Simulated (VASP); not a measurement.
Write the native input for VASP 6.6.1 that does the following.

* Task: single point
* Functional: PBEsol
* Potentials or basis: VASP PAW PBE potentials, release 64 (Si)
* Cutoff: 520 eV
* k mesh: 2 × 2 × 2
* Occupations: fermi-dirac, width 0.02 eV
* Spin: no spin polarisation
* Dipole correction: no
* Further INCAR settings: LREAL = Auto; ALGO = Normal; EDIFF = 1e-06; NBANDS = 48

The structure of Si (a cell with a defect) lies in POSCAR:

```
Si
1.0
    0.0000000000      5.4300000000      5.4300000000
    5.4300000000      0.0000000000      5.4300000000
    5.4300000000      5.4300000000      0.0000000000
Si
17
Direct
    0.0596685083      0.2285451197     -0.1869429098
    0.0054696133      0.3041988950      0.1122651934
    0.0733057090     -0.0347605893      0.4341712707
    0.4094106814      0.1290423573      0.3161510129
   -0.1096132597      0.7027440147      0.0225598527
    0.1175138122      0.4639226519      0.3179742173
   -0.1983149171      0.4447421731      0.6787384899
   -0.1994290976      0.7790423573      0.7223756906
    0.6543001842      0.1188674033     -0.0194383057
    0.7300828729      0.2595672192      0.1317403315
    0.7517219153     -0.1769152855      0.3574861878
    0.6318139963      0.1443370166      0.6405064457
    0.4797145488      0.6185359116      0.0519613260
    0.5051473297      0.8016298343      0.2267127072
    0.4385174954      0.6648342541      0.5805801105
    0.3821178637      0.9361141805      0.7465930018
    0.3800736648      0.3825414365      0.4578637201
```

The input as run:

INCAR

```
SYSTEM = Si
ALGO = Normal
EDIFF = 1E-6
ENCUT = 520
GGA = PS
ISIF = 2
ISMEAR = -1
LASPH = .True.
LCHARG = .True.
LELF = .True.
LREAL = Auto
LVHAR = .True.
LWAVE = .False.
NBANDS = 48
NELM = 80
PREC = Accurate
SIGMA = 0.02
```

KPOINTS

```
k-points
0
Gamma
  2 2 2
  0 0 0
```

Potentials or basis: VASP PAW PBE potentials, release 64 (Si).

Run with:

```sh
$ cat potpaw_PBE.64/Si/POTCAR > POTCAR
$ mpirun -np 1 vasp_std > vasp.out
```

It gave:

| Item | Value |
| --- | --- |
| Pressure | -2.8 GPa |
| Largest force | 2.615 eV/Å |
| Band gap on the k mesh | zero (bands 34 and 35 overlap by 0.10 eV) |

Caveat: the k points lie up to 0.50 Å⁻¹ apart; the atoms stand as in a frame of molecular dynamics; the PAW data sets were made with another functional, which shifts forces and pressure a little.

Wall time 2.5 min on 1 thread of Intel(R) Xeon(R) Platinum 8488C (Sapphire Rapids), on a shared host, peak memory 0.46 GiB.
